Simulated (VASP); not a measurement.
Write the native input for VASP 6.6.1 that does the following.

| Quantity | Value |
| --- | --- |
| Task | single point |
| Functional | LDA |
| Potentials or basis | VASP PAW LDA potentials, release 64 (Li_sv, F) |
| Cutoff | 520 eV |
| k mesh | 10 × 10 × 10 |
| Occupations | gaussian, width 0.01 eV |
| Spin | no spin polarisation |
| Dipole correction | no |
| Further INCAR settings | ALGO = Normal; EDIFF = 1e-06; NBANDS = 12 |

The structure of LiF lies in POSCAR:

```
LiF
1.0
    1.9740095325      1.9740095325      0.0000000000
   -1.9740095325      1.9740095325      0.0000000000
    0.0000000000      1.9740095325      1.9427380944
Li F
1 1
Direct
    0.0000000000      0.0000000000      0.0000000000
    0.5000000000      0.5000000000      0.0000000000
```

This cell differs from its parent crystal: in-plane strain +0.01.

The input as run:

INCAR

```
ALGO     = Normal         # electronic algorithm
EDIFF    = 1E-6           # SCF threshold, eV
ENCUT    = 520            # plane-wave cutoff, eV
ISIF     = 2              # what is computed and relaxed
ISMEAR   = 0              # smearing method
LASPH    = T              # aspherical terms in the spheres
LCHARG   = F              # write CHGCAR
LREAL    = F              # projectors in reciprocal space
LWAVE    = F              # write WAVECAR
NBANDS   = 12             # bands
NELM     = 100            # most SCF steps
PREC     = Accurate       # precision mode
SIGMA    = 0.01           # smearing width, eV
```

KPOINTS

```
k-points
0
Gamma
  10 10 10
```

Potentials or basis: VASP PAW LDA potentials, release 64 (Li_sv, F).

Command:

```sh
$ cat potpaw_LDA.64/Li_sv/POTCAR potpaw_LDA.64/F/POTCAR > POTCAR
$ mpirun -np 1 vasp_std > vasp.out
```

Results of the run:

The band gap on the k mesh is 9.54 eV, direct.

Caveat: the cell differs from its parent crystal (in-plane strain +0.01).

Wall time 38 s on 1 thread of AMD EPYC 7R13, on a shared host, peak memory 0.1 GiB.
